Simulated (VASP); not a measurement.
Input of a VASP 6.6.1 run:

File INCAR:

```
SYSTEM = Ti4Ru
  PREC = Accurate
  ENCUT = 520
  EDIFF = 1E-6
  ISMEAR = 0
  SIGMA = 0.1
  LREAL = .False.
  LASPH = .True.
  NELM = 150
  ALGO = Normal
  ISIF = 2
  LWAVE = .False.
  LCHARG = .False.
  ISPIN = 2
  MAGMOM = 1 1 1 1 1
  LORBIT = 11
  LMAXMIX = 4
  GGA = PE
  NBANDS = 43
```

File KPOINTS:

```
Automatic mesh
0
Gamma
  6 6 6
  0 0 0
```

POSCAR

```
Ti4Ru
1.0
    0.0000000000      2.3727109400     11.0539350500
    1.5567740200      0.0000000000     11.0539350500
    1.5567740200      2.3727109400      0.0000000000
Ti Ru
4 1
Direct
    0.4096159900      0.4096159900      0.5903840100
    0.8030740000      0.8030740000      0.1969260000
    0.1969260000      0.1969260000      0.8030740000
    0.5903840100      0.5903840100      0.4096159900
    0.0000000000      0.0000000000      0.0000000000
```

Potentials or basis: VASP PAW PBE potentials, release 64 (Ti_sv, Ru_pv).

Launch:

```bash
$ cat potpaw_PBE.64/Ti_sv/POTCAR potpaw_PBE.64/Ru_pv/POTCAR > POTCAR
$ mpirun -np 1 vasp_std > vasp.out
```

Problem. Predict the pressure.

Solution. 0.0 GPa.

Problem. Estimate the largest force.

Solution. 0.116 eV/Å.

Problem. Estimate the net moment.

Solution. 0.00 μB per cell.

Problem. What does it give for the band gap on the k mesh?

Solution. Zero (filled and empty bands overlap).

Stress tensor (GPa, compression positive):
```
-0.42  0.00  0.00
 0.00  0.32  0.00
 0.00  0.00  0.14
```

Caveat: the k points lie up to 0.41 Å⁻¹ apart, too coarse for converged energies and pressures of a metal.
